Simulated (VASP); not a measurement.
Input of a VASP 6.6.1 run:

The input INCAR:

```
SYSTEM = SnSe
  PREC = Accurate
  ENCUT = 520
  EDIFF = 1E-6
  ISMEAR = -1
  SIGMA = 0.05
  LREAL = .False.
  LASPH = .True.
  NELM = 60
  ALGO = Normal
  ISIF = 2
  LWAVE = .False.
  LCHARG = .True.
  GGA = PS
  IVDW = 12
  LELF = .True.
  LVHAR = .True.
  NBANDS = 17
```

The input KPOINTS:

```
Automatic mesh
0
Gamma
  8 8 8
  0 0 0
```

Contents of POSCAR:

```
SnSe
1.0
    0.0000000000      2.9360370671      2.9360370671
    2.9360370671      0.0000000000      2.9360370671
    2.9360370671      2.9360370671      0.0000000000
Sn Se
1 1
Direct
    0.0000000000      0.0000000000      0.0000000000
    0.5000000000      0.5000000000      0.5000000000
```

Potentials or basis: VASP PAW PBE potentials, release 64 (Sn_d, Se).

The run is started by

```bash
$ cat potpaw_PBE.64/Sn_d/POTCAR potpaw_PBE.64/Se/POTCAR > POTCAR
$ mpirun -np 1 vasp_std > vasp.out
```

**Question.** Predict the dispersion energy per atom.

**Answer.** -0.355 eV.

**Question.** Predict the pressure.

**Answer.** 0.0 GPa.

Caveat: the PAW data sets were made with another functional, which shifts forces and pressure a little.
